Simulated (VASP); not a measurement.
A run of VASP 6.6.1:

Contents of INCAR:

```
SYSTEM = In
  PREC = Accurate
  ENCUT = 520
  EDIFF = 1E-6
  ISMEAR = -1
  SIGMA = 0.05
  LREAL = .False.
  LASPH = .True.
  NELM = 60
  ALGO = Normal
  ISIF = 2
  LWAVE = .False.
  LCHARG = .False.
  GGA = CA
  NBANDS = 12
```

KPOINTS

```
Automatic mesh
0
Gamma
  14 14 14
  0 0 0
```

Contents of POSCAR:

```
In
1.0
    2.9706795802      0.0000000000      0.0000000000
    0.0000000000      2.9706795802      0.0000000000
    0.0000000000      0.0000000000      2.9706795802
In
1
Direct
    0.0000000000      0.0000000000      0.0000000000
```

Potentials or basis: VASP PAW LDA potentials, release 64 (In_d).

The run is started by

```sh
$ cat potpaw_LDA.64/In_d/POTCAR > POTCAR
$ mpirun -np 1 vasp_std > vasp.out
```

Hardware: 1 thread of Intel(R) Xeon(R) Platinum 8375C CPU @ 2.90GHz (Ice Lake), with other jobs on the host.

Question: Estimate the wall time of this run.

Answer: Run time: 11 s on 1 thread of Intel(R) Xeon(R) Platinum 8375C CPU @ 2.90GHz (Ice Lake), on a shared host, peak memory 0.15 GiB. Counts: scf iterations 10, k points 120.
